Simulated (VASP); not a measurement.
# LiCl (I4mm) in VASP: single point with PBE

Aim: the single point of LiCl with PBE.

Program: VASP 6.6.1. These are calculated values, not measurements. Logs are shortened: lines on timing, memory, paths and dates and some standing lists are left out, and cuts for length are marked.

**1. The cell of the first run**

It takes space group I4mm (No. 107, tetragonal). The conventional cell has a = 3.627 Å, b = 3.627 Å, c = 5.130 Å, α = 90.00°, β = 90.00°, γ = 90.00°. Li (site symmetry 4mm) has 6 Cl at 2.36 to 2.76 Å within 3.1 Å. Within 3.1 Å of Cl (site symmetry 4mm) lie 6 Li at 2.36 to 2.76 Å.

**2. Single point, PBE (atom 2 (Cl) moved by (-0.200, +0.000) A along x and y)**

Input file INCAR:

```
SYSTEM = LiCl
PREC     = Accurate       ! precision mode
ENCUT    = 520            ! plane-wave cutoff, eV
EDIFF    = 1E-7           ! SCF threshold, eV
ISMEAR   = 0              ! smearing method
SIGMA    = 0.05           ! smearing width, eV
LREAL    = .False.        ! projectors in reciprocal space
LASPH    = .True.         ! aspherical terms in the spheres
NELM     = 60             ! most SCF steps
ALGO     = Normal         ! electronic algorithm
ISIF     = 2              ! what is computed and relaxed
LWAVE    = .False.        ! write WAVECAR
LCHARG   = .False.        ! write CHGCAR
GGA      = PE             ! functional
NBANDS   = 12             ! bands
```

Input file KPOINTS:

```
Automatic mesh
0
Gamma
  8 8 8
  0 0 0
```

Input file POSCAR:

```
LiCl
1.0
    0.0000000000      2.5647600000      2.5647600000
    2.5647600000      0.0000000000      2.5647600000
    2.5647600000      2.5647600000      0.0000000000
Li Cl
1 1
Direct
    0.0000000000      0.0000000000      0.0000000000
    0.5389900030      0.4610099970      0.4610099970
```

Potentials or basis: VASP PAW PBE potentials, release 64 (Li_sv, Cl).

Started as:

```bash
cat potpaw_PBE.64/Li_sv/POTCAR potpaw_PBE.64/Cl/POTCAR > POTCAR
mpirun -np 1 vasp_std > vasp.out
```

OUTCAR:

```text
SYSTEM = LiCl
   PREC = Accurate
   ENCUT = 520
   EDIFF = 1E-7
   ISMEAR = 0
   LREAL = .False.
   LASPH = .True.
   NELM = 60
   ISIF = 2
   GGA = PE

 ion  position               nearest neighbor table
   1  0.000  0.000  0.000-   2 2.36   2 2.57   2 2.57   2 2.57   2 2.57
   2  0.539  0.461  0.461-   1 2.36   1 2.57   1 2.57   1 2.57   1 2.57

  LATTYP: Found a face centered cubic cell.
 ALAT       =     5.1295200000

  Lattice vectors:

 A1 = (   0.0000000000,   2.5647600000,   2.5647600000)
 A2 = (   2.5647600000,   0.0000000000,   2.5647600000)
 A3 = (   2.5647600000,   2.5647600000,   0.0000000000)

Analysis of symmetry for initial positions (statically):
=====================================================================
 Subroutine PRICEL returns:
 Original cell was already a primitive cell.

 Routine SETGRP: Setting up the symmetry group for a
 face centered cubic supercell.

 Subroutine GETGRP returns: Found  8 space group operations
 (whereof  8 operations were pure point group operations)
 out of a pool of 48 trial point group operations.

The static configuration has the point symmetry C_4v.

Analysis of symmetry for dynamics (positions and initial velocities):
=====================================================================
 Subroutine PRICEL returns:
 Original cell was already a primitive cell.

 Routine SETGRP: Setting up the symmetry group for a
 face centered cubic supercell.

 Subroutine GETGRP returns: Found  8 space group operations
 (whereof  8 operations were pure point group operations)
 out of a pool of 48 trial point group operations.

The dynamic configuration has the point symmetry C_4v.

 Subroutine INISYM returns: Found  8 space group operations
 (whereof  8 operations are pure point group operations),
 and found     1 'primitive' translations

----------------------------------------------------------------------------------------

                                     Primitive cell

  volume of cell :      33.7420

  direct lattice vectors                    reciprocal lattice vectors
     0.000000000  2.564760000  2.564760000    -0.194950015  0.194950015  0.194950015
     2.564760000  0.000000000  2.564760000     0.194950015 -0.194950015  0.194950015
     2.564760000  2.564760000  0.000000000     0.194950015  0.194950015 -0.194950015

  length of vectors
     3.627118376  3.627118376  3.627118376     0.337663331  0.337663331  0.337663331

  position of ions in fractional coordinates (direct lattice)
     0.000000000  0.000000000  0.000000000
     0.538990003  0.461009997  0.461009997

  ion indices of the primitive-cell ions
   primitive index   ion index
                 1           1
                 2           2

----------------------------------------------------------------------------------------

 KPOINTS: Automatic mesh

Automatic generation of k-mesh.
 Grid dimensions read from file:
 generate k-points for:    8    8    8

 Generating k-lattice:

  Cartesian coordinates                     Fractional coordinates (reciprocal lattice)
    -0.024368752  0.024368752  0.024368752     0.125000000  0.000000000  0.000000000
     0.024368752 -0.024368752  0.024368752     0.000000000  0.125000000  0.000000000
     0.024368752  0.024368752 -0.024368752     0.000000000  0.000000000  0.125000000

  Length of vectors
     0.042207916  0.042207916  0.042207916

  Shift w.r.t. Gamma in fractional coordinates (k-lattice)
     0.000000000  0.000000000  0.000000000

 Subroutine IBZKPT returns following result:
 ===========================================

 Found     59 irreducible k-points:

 Following reciprocal coordinates:
            Coordinates               Weight
  0.000000  0.000000  0.000000      1.000000
  0.125000  0.000000  0.000000      8.000000
  0.250000  0.000000  0.000000      8.000000
  0.375000  0.000000  0.000000      8.000000
  0.500000  0.000000  0.000000      4.000000
  0.125000  0.125000  0.000000      4.000000
[... 16 lines left out ...]
  0.000000  0.375000  0.250000      8.000000
  0.500000  0.250000  0.000000     16.000000
 [... further k-points ...]
   k-points           NKPTS =     59   k-points in BZ     NKDIM =     59   number of bands    NBANDS=     12
   number of dos      NEDOS =    301   number of ions     NIONS =      2
   total plane-waves  NPLWV =  21952
   dimension x,y,z NGX =    28 NGY =   28 NGZ =   28
   dimension x,y,z NGXF=    56 NGYF=   56 NGZF=   56
   ions per type =               1   1
   NGX,Y,Z   is equivalent  to a cutoff of  12.83, 12.83, 12.83 a.u.
   NGXF,Y,Z  is equivalent  to a cutoff of  25.67, 25.67, 25.67 a.u.
 SYSTEM =  LiCl
   PREC   = accura    normal or accurate (medium, high low for compatibility)
   ISTART =      0    job   : 0-new  1-cont  2-samecut
   ICHARG =      2    charge: 1-file 2-atom 10-const
   ISPIN  =      1    spin polarized calculation?
   LNONCOLLINEAR =      F non collinear calculations
   LSORBIT =      F    spin-orbit coupling
   LASPH  =      T    aspherical Exc in radial PAW
   ENCUT  =  520.0 eV  38.22 Ry    6.18 a.u.   6.74  6.74  6.74*2*pi/ulx,y,z
   NELM   =     60;   NELMIN=  2; NELMDL= -5     # of ELM steps
   EDIFF  = 0.1E-06   stopping-criterion for ELM
   LREAL  =      F    real-space projection
   EDIFFG = 0.1E-05   stopping-criterion for IOM
   NSW    =      0    number of steps for IOM
   IBRION =     -1    ionic relax: 0-MD 1-quasi-New 2-CG
   NFREE  =      0    steps in history (QN), initial steepest desc. (CG)
   ISIF   =      2    stress and relaxation
   ISYM   =      2    0-nonsym 1-usesym 2-fastsym
   POTIM  = 0.5000    time-step for ionic-motion
   TEBEG  =    0.0;   TEEND  =   0.0 temperature during run
   PSTRESS=    0.0 pullay stress
   NELECT =      10.0000    total number of electrons
   NUPDOWN=      -1.0000    fix difference up-down
   EMIN   =  10.00;   EMAX   =-10.00  energy-range for DOS
   EFERMI =   0.00;   METHOD = LEGACY
   ISMEAR =     0;   SIGMA  =   0.05  broadening in eV -4-tet -1-fermi 0-gaus
   EFERMI_NEDOS =   21; number of points for ismear=-14 and -15
   IALGO  =     38    algorithm
   IMIX   =      4    mixing-type and parameters
     AMIX     =   0.40;   BMIX     =  1.00
     AMIX_MAG =   1.60;   BMIX_MAG =  1.00
  volume/ion in A,a.u.               =      16.87       113.85
  Fermi-wavevector in a.u.,A,eV,Ry     =   1.091486  2.062609 16.209183  1.191341
  Thomas-Fermi vector in A             =   2.227732
   LORBIT       =      0    0 simple, 1 ext, 2 COOP (PROOUT), +10 PAW based schemes
   GGA     = PE    functional components
   LHFCALC =     F    Hartree Fock is set to
   AEXX    =    0.0000 exact exchange contribution
   IVDW    =     0    specifies the selected vdW correction
   LEPSILON=     F    determine dielectric tensor
   LRPA    =     F    only Hartree local field effects (RPA)
 non-spin polarized calculation
 Gauss-broadening in eV      SIGMA  =   0.05
  energy-cutoff  :      520.00
  volume of cell :       33.74
 maximum number of plane-waves:       934
   NGX = 13   NGY = 13   NGZ = 13

 number of electron      10.0000004 magnetization

 Free energy of the ion-electron system (eV)
  ---------------------------------------------------
  ext. energy  EPLUGINS =         0.00000000
  ---------------------------------------------------
  free energy    TOTEN  =        -7.36981172 eV

  energy without entropy =       -7.36981172  energy(sigma->0) =       -7.36981172

 E-fermi :   0.9771     XC(G=0):  -8.7209

 val. band max:        0.5814171769   @ k =   0.0000   0.0000   0.0000
 cond. band min:       6.9004545567   @ k =   0.0000   0.0000   0.0000
 fundamental gap:      6.3190373799
 Fermi energy:         0.9770541236

 k-point     1 :       0.0000    0.0000    0.0000
  band No.  band energies     occupation
      1     -42.9141      2.00000
      2     -12.8277      2.00000
      3       0.5318      2.00000
      4       0.5814      2.00000
      5       0.5814      2.00000
      6       6.9005      0.00000
      7      12.3192      0.00000
      8      12.3192      0.00000
      9      12.5388      0.00000
     10      14.5270      0.00000
     11      15.2179      0.00000
     12      15.3496      0.00000

 k-point     2 :       0.1250    0.0000    0.0000
  band No.  band energies     occupation
      1     -42.9137      2.00000
      2     -12.7527      2.00000
      3       0.0394      2.00000
      4       0.5069      2.00000
      5       0.5389      2.00000
      6       7.3566      0.00000
      7      11.6486      0.00000
      8      12.2442      0.00000
      9      12.4743      0.00000
     10      13.6589      0.00000
     11      13.8075      0.00000
     12      15.5727      0.00000

 k-point     3 :       0.2500    0.0000    0.0000
  band No.  band energies     occupation
      1     -42.9127      2.00000
      2     -12.5616      2.00000
      3      -1.0090      2.00000
      4       0.4066      2.00000
      5       0.4419      2.00000
      6       7.7911      0.00000
      7      11.2519      0.00000
      8      11.3246      0.00000
      9      11.5807      0.00000
     10      14.4657      0.00000
     11      14.5250      0.00000
     12      16.1462      0.00000
[... 286 lines left out ...]
 k-point    23 :       0.0000    0.3750    0.2500
  band No.  band energies     occupation
      1     -42.9115      2.00000
      2     -12.2893      2.00000
      3      -1.5470      2.00000
      4      -0.2966      2.00000
      5      -0.1603      2.00000
      6       8.9389      0.00000
      7       9.8790      0.00000
      8      10.8429      0.00000
      9      12.7453      0.00000
     10      14.0440      0.00000
     11      17.2933      0.00000
     12      19.1111      0.00000

 k-point    24 :       0.5000    0.2500    0.0000
  band No.  band energies     occupation
      1     -42.9110      2.00000
      2     -12.1458      2.00000
      3      -1.9105      2.00000
      4      -0.7196      2.00000
      5      -0.1525      2.00000
      6       8.7098      0.00000
      7      10.1503      0.00000
      8      11.4642      0.00000
      9      12.0131      0.00000
     10      15.1709      0.00000
     11      18.1567      0.00000
     12      19.1609      0.00000

 [... further k-points ...]

------------------------ aborting loop because EDIFF is reached ----------------------------------------

  FORCE on cell =-STRESS in cart. coord.  units (eV):
  Direction    XX          YY          ZZ          XY          YZ          ZX
  --------------------------------------------------------------------------------------
  -------------------------------------------------------------------------------------
  Total        0.4070173      0.0404379      0.0404379     -0.0000000      0.0000000      0.0000000
  in kB       19.3265021      1.9201236      1.9201236     -0.0000000      0.0000000      0.0000000
  external PRESSURE =       7.7222498 kB  Pullay stress =       0.0000000 kB

 VOLUME and BASIS-vectors are now :
 -----------------------------------------------------------------------------
  energy-cutoff  :      520.00
  volume of cell :       33.74
      direct lattice vectors                 reciprocal lattice vectors
     0.000000000  2.564760000  2.564760000    -0.194950015  0.194950015  0.194950015
     2.564760000  0.000000000  2.564760000     0.194950015 -0.194950015  0.194950015
     2.564760000  2.564760000  0.000000000     0.194950015  0.194950015 -0.194950015

 POSITION                                       TOTAL-FORCE (eV/Angst)
 -----------------------------------------------------------------------------------
      0.00000      0.00000      0.00000        -0.186679      0.000000      0.000000
      2.36476      2.56476      2.56476         0.186679      0.000000      0.000000
 -----------------------------------------------------------------------------------
    total drift:                                0.000174      0.000001      0.000001

  FREE ENERGIE OF THE ION-ELECTRON SYSTEM (eV)
  ---------------------------------------------------
  free  energy   TOTEN  =        -7.3698117176 eV

  energy  without entropy=       -7.3698117176  energy(sigma->0) =       -7.36981172
```

It took 27 s on 1 thread of Intel Xeon Platinum 8375C at 2.90GHz (Ice Lake), shared host; peak memory 0.16 GiB.

What came out:

```yaml
Free_energy: -7.3698 eV
Largest_force: 0.187 eV/Å
Band_gap_on_the_k_mesh: 6.32 eV, direct
```

Forces on the atoms (eV/Å):
```
Li  -0.187  0.000  0.000
Cl   0.187  0.000  0.000
```

Levels at points of the mesh, in eV from the valence-band top:
```tsv
k point	band 3	band 4	band 5	band 6	band 7	band 8
(0.00, 0.00, 0.00)	-0.05	0.00	0.00	6.32	11.74	11.74
(0.50, 0.00, 0.00)	-2.82	-0.30	-0.26	6.78	9.52	9.58
(0.50, 0.50, 0.00)	-2.90	-1.13	-1.09	7.83	8.18	12.43
(0.00, 0.50, 0.50)	-2.90	-1.11	-1.11	7.84	8.29	12.63
```

Caveat: the cell differs from its parent crystal (atom 2 (Cl) moved by (-0.200, +0.000) A along x and y); the cutoff is under 1.25 times the usual one of these potentials, so pressure, stress and relaxed cells hold a basis-set (Pulay) error. A k mesh can miss the band edges.
